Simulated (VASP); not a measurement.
Input of a VASP 6.6.1 run:

File INCAR:

```
ALGO = Normal
EDIFF = 1E-7
ENCUT = 520
GGA = PE
ISIF = 2
ISMEAR = 0
LASPH = T
LCHARG = T
LELF = T
LREAL = F
LVHAR = T
LWAVE = F
NBANDS = 25
NELM = 60
PREC = Accurate
SIGMA = 0.1
```

KPOINTS

```
k-points
0
Gamma
  4 4 4
```

File POSCAR:

```
BaS4
1.0
    5.3791250119      0.0000000000      0.0000000000
    0.0000000000      5.3791250119      0.0000000000
    0.0000000000      0.0000000000      5.4478365968
Ba S
1 4
Direct
    0.0000000000      0.0000000000      0.0000000000
    0.5000000000      0.0000000000      0.3181498938
    0.0000000000      0.5000000000      0.6818501062
    0.5000000000      0.0000000000      0.6818501062
    0.0000000000      0.5000000000      0.3181498938
```

Potentials or basis: VASP PAW PBE potentials, release 64 (Ba_sv, S).

Command:

```sh
$ cat potpaw_PBE.64/Ba_sv/POTCAR potpaw_PBE.64/S/POTCAR > POTCAR
$ mpirun -np 1 vasp_std > vasp.out
```

Q: What does it give for the band gap on the k mesh?

A: Zero (bands 17 and 18 overlap by 0.77 eV).

Q: What does it give for the pressure?

A: 0.3 GPa.

Stress tensor (GPa, compression positive):
```
 0.60  0.00  0.00
 0.00  0.60  0.00
 0.00  0.00 -0.40
```

Caveat: the cell differs from its parent crystal (atoms taken out); spin-orbit coupling is left out, which moves the levels of the heavy elements.
